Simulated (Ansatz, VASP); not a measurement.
**SnSe2 in VASP and in Ansatz**

INCAR

```
SYSTEM = SnSe2
ALGO     = Normal         ! electronic algorithm
EDIFF    = 1E-6           ! SCF threshold, eV
ENCUT    = 500            ! plane-wave cutoff, eV
GGA      = PE             ! functional
GGA_COMPAT= .FALSE.      
ISIF     = 2              ! what is computed and relaxed
ISMEAR   = 0              ! smearing method
IVDW     = 12             ! dispersion correction
LASPH    = .TRUE.         ! aspherical terms in the spheres
LCHARG   = .FALSE.        ! write CHGCAR
LREAL    = .FALSE.        ! projectors in reciprocal space
LWAVE    = .FALSE.        ! write WAVECAR
NBANDS   = 20             ! bands
NELM     = 120            ! most SCF steps
PREC     = Accurate       ! precision mode
SIGMA    = 0.03           ! smearing width, eV
```

KPOINTS

```
k-points
0
G
  12 12 6
  0 0 0
```

The input POSCAR:

```
SnSe2
1.0
    3.9540602632      0.0000000000      0.0000000000
   -1.9770301316      3.4243166360      0.0000000000
    0.0000000000      0.0000000000      6.5752068117
Sn Se
1 2
Direct
    0.0000000000      0.0000000000      0.0000000000
    0.3333333333      0.6666666667      0.2651331237
    0.6666666667      0.3333333333      0.7348668763
```

Input for Ansatz:

```yaml
crystal:
  lattice:
    - [3.9540602632, 0.0, 0.0]
    - [-1.9770301316, 3.424316636, 0.0]
    - [0.0, 0.0, 6.5752068117]
  atoms:
    - { symbol: Sn, position: [0.0, 0.0, 0.0] }
    - { symbol: Se, position: [0.3333333333, 0.6666666667, 0.2651331237] }
    - { symbol: Se, position: [0.6666666667, 0.3333333333, 0.7348668763] }
basis:
  ecutwfc: 420
kpoints:
  mp_grid: { grid: [12, 12, 6] }
hamiltonian:
  xc: pbe
  dispersion: d3bj
scf:
  occupations: { method: gaussian, width: 0.03 }
output:
  forces: true
  stress: true
  eigenvalues: true
```

Alike in both runs: task single point; functional PBE; dispersion D3(BJ); k mesh 12 × 12 × 6; occupations gaussian, width 0.03 eV; no spin polarisation.

|  | VASP | Ansatz |
| --- | --- | --- |
| version | VASP 6.6.1 | Ansatz 0.2.0 |
| potentials or method | VASP PAW PBE potentials, release 64 (Sn_d, Se), cutoff 500 eV | scalar-relativistic, plane waves, PAW |
| valence electrons in the cell | 26 | 46 |

```csv
,VASP,Ansatz,Ansatz less VASP
gap on the k mesh at the Fermi level (eV),0.17,0.17,+0.001
least direct gap on the mesh (eV),0.58,0.58,+0.004
pressure (GPa),-6.9,-6.9,-0.02
"traceless stress, the component that is largest in VASP (GPa)",-2.43,-2.43,-0.010
rms of the force components (eV/Å),0.580,0.584,+0.0036
```

Atom by atom the forces differ by 0.004 eV/Å (rms over components). VASP's potentials hold 26 valence electrons a cell and Ansatz's 46, so a difference there can come from the potentials and not from the codes.
